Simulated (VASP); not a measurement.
**Rb: single point with PBE**

The system is Rb.

```
Rb
1.0
    -2.80250    2.80250    2.80250
     2.80250   -2.80250    2.80250
     2.80250    2.80250   -2.80250
Rb
1
Direct
  0.00000 0.00000 0.00000
```

```
Program             : VASP 6.6.1
Task                : single point
Functional          : PBE
Potentials or basis : VASP PAW PBE potentials, release 64 (Rb_sv)
Cutoff              : 520 eV
k mesh              : 5 × 5 × 5
Occupations         : fermi-dirac, width 0.05 eV
Spin                : non-collinear spin, zero start, spin-orbit coupling
Starting moments    : [[0.0, 0.0, 0.0]] μB
```

The pressure is 0.1 GPa. The net moment is 0.00 μB per cell and the valence electrons inside the program's atomic spheres are Rb 7.29.

Moments on the atoms (μB; x, y, z):
```
Rb  0.00 0.00 0.00
```

Wall time 91 s on 1 thread of Intel Xeon 8259CL, with other jobs on the host, peak memory 0.38 GiB.
